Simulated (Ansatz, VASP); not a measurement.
**Two plane-wave programs on Sc2BP3**

```
Sc B P
1.0
     3.30468    0.00000    0.00000
     0.00000    3.30468    0.00000
     0.00000    0.00000    8.25650
Sc B P
2 1 3
Cartesian
  1.6523 1.6523 2.5193
  1.6523 1.6523 5.7372
  1.6523 1.6523 0.0000
  0.0000 0.0000 7.1769
  0.0000 0.0000 1.0796
  0.0000 0.0000 4.1283
```

Change from the starting cell: species swapped into the Li3Tl2Cd type (P4/mmm, No. 123).

Alike in both runs: functional PBE; k mesh 6 × 6 × 2; occupations gaussian, width 0.1 eV; no spin polarisation.

Ansatz relaxed the structure, and its values are those at the end. VASP's run is a single point on that final structure, the one shown.

|  | VASP | Ansatz |
| --- | --- | --- |
| version | VASP 6.6.1 | Ansatz 0.2.0 |
| potentials or method | VASP PAW PBE potentials, release 64 (Sc_sv, B, P), cutoff 520 eV | scalar-relativistic, plane waves, PAW |
| valence electrons in the cell | 40 | 40 |

|  | VASP | Ansatz | Ansatz less VASP |
| --- | --- | --- | --- |
| gap on the k mesh at the Fermi level (eV) | none | none | - |
| pressure (GPa) | 0.3 | 0.2 | -0.08 |
| rms of the force components (eV/Å) | 0.035 | 0.014 | -0.0207 |

A gap of «none» marks a metal or a gap that the smearing closes. With one functional, cell and mesh, what is left measures potentials, basis and numerics.

The k mesh is coarse, so the values compare programs but aren't converged.
